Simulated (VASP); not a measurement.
The system is BP.

```
P B
1.0
     0.00000    2.29886    2.29886
     2.29886    0.00000    2.29886
     2.29886    2.29886    0.00000
P B
1 1
Direct
  0.75000 0.75000 0.75000
  0.00000 0.00000 0.00000
```

Base run:

```yaml
Program: VASP 6.6.1
Functional: r2SCAN
Potentials_or_basis: VASP PAW PBE potentials, release 64 (P, B)
Cutoff: 520 eV
k_mesh: 10 × 10 × 10
Occupations: fermi-dirac, width 0.05 eV
Spin: no spin polarisation
```

Its results: band gap on the k mesh 1.50 eV, indirect (least direct gap 3.58 eV); pressure -6.8 GPa.

**Question.** After a change of settings the same cell gave: band gap on the k mesh 1.18 eV, indirect (least direct gap 3.30 eV); pressure -7.8 GPa. Which change was it?
A. functional from r2SCAN to RPBE; further incar settings from ALGO = Normal; EDIFF = 1e-07; NBANDS = 11 to ALGO = Normal; EDIFF = 1e-06; NBANDS = 11
B. functional from r2SCAN to PBEsol-based global hybrid; k mesh from 10 × 10 × 10 to 5 × 5 × 5
C. functional from r2SCAN to PBEsol
D. functional from r2SCAN to BLYP; further incar settings from ALGO = Normal; EDIFF = 1e-07; NBANDS = 11 to ALGO = Normal; EDIFF = 1e-06; NBANDS = 11

**Answer.** C.

r2SCAN gives the wider gap, since meta-GGAs in the generalised Kohn-Sham scheme recover part of the derivative discontinuity.

Caveats: the PAW data sets were made with another functional, which shifts forces and pressure a little.
